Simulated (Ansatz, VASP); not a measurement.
**Two plane-wave programs on V**

Contents of INCAR:

```
SYSTEM = V
ALGO = Fast ; EDIFF = 1E-6
ENCUT = 520 ; GGA = PE
ISIF = 2 ; ISMEAR = 0
LASPH = .True. ; LCHARG = .False.
LREAL = .False. ; LWAVE = .False.
NBANDS = 20 ; NELM = 60
PREC = Accurate ; SIGMA = 0.1
```

The input KPOINTS:

```
k-points
0
Gamma
  18 18 18
  0 0 0
```

File POSCAR:

```
V
1.0
    2.9971751498      0.0000000000      0.0000000000
    0.0000000000      2.9971751498      0.0000000000
    0.0000000000      0.0000000000      3.0571186527
V
2
Direct
    0.0000000000      0.0000000000      0.0000000000
    0.5000000000      0.5000000000      0.5000000000
```

Input for Ansatz:

```yaml
crystal:
  lattice:
    - [2.9971751498, 0.0, 0.0]
    - [0.0, 2.9971751498, 0.0]
    - [0.0, 0.0, 3.0571186527]
  atoms:
    - { symbol: V, position: [0.0, 0.0, 0.0] }
    - { symbol: V, position: [0.5, 0.5, 0.5] }
basis:
  ecutwfc: 420
kpoints:
  mp_grid: { grid: [18, 18, 18] }
hamiltonian:
  xc: pbe
scf:
  occupations: { method: gaussian, width: 0.1 }
output:
  forces: true
  stress: true
  eigenvalues: true
```

Change from the starting cell: strain along c alone, the other axes held, atoms relaxed: +2.0 %.

Alike in both runs: task single point; functional PBE; k mesh 18 × 18 × 18; occupations gaussian, width 0.1 eV; no spin polarisation.

|  | VASP | Ansatz |
| --- | --- | --- |
| version | VASP 6.6.1 | Ansatz 0.2.0 |
| potentials or method | VASP PAW PBE potentials, release 64 (V_sv), cutoff 520 eV | scalar-relativistic, plane waves, PAW |
| valence electrons in the cell | 26 | 26 |

|  | VASP | Ansatz | Ansatz less VASP |
| --- | --- | --- | --- |
| gap on the k mesh at the Fermi level (eV) | none | none | - |
| pressure (GPa) | -3.2 | -3.5 | -0.32 |
| traceless stress, the component that is largest in VASP (GPa) | -1.63 | -1.63 | -0.004 |

A gap of «none» marks a metal or a gap that the smearing closes.
